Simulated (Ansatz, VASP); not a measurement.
## VSi: VASP beside Ansatz

```
CELL_PARAMETERS angstrom
1.70912 0.98676 2.88293
-1.70912 0.98676 2.88293
0.00000 -1.97352 2.88293
ATOMIC_POSITIONS crystal
V 0.00000 0.00000 0.00000
Si 0.50000 0.50000 0.50000
```

Alike in both runs: functional PBE; k mesh 18 × 18 × 18; occupations gaussian, width 0.1 eV; no spin polarisation.

Ansatz relaxed the structure, and its values are those at the end. VASP's run is a single point on that final structure, the one shown.

|  | VASP | Ansatz |
| --- | --- | --- |
| version | VASP 6.6.1 | Ansatz 0.2.0 |
| potentials or method | VASP PAW PBE potentials, release 64 (V_sv, Si), cutoff 520 eV | scalar-relativistic, plane waves, PAW |
| valence electrons in the cell | 17 | 17 |

|  | VASP | Ansatz | Ansatz less VASP |
| --- | --- | --- | --- |
| gap on the k mesh at the Fermi level (eV) | none | none | - |
| pressure (GPa) | 0.0 | 0.0 | -0.04 |

A gap of «none» marks a metal or a gap that the smearing closes.
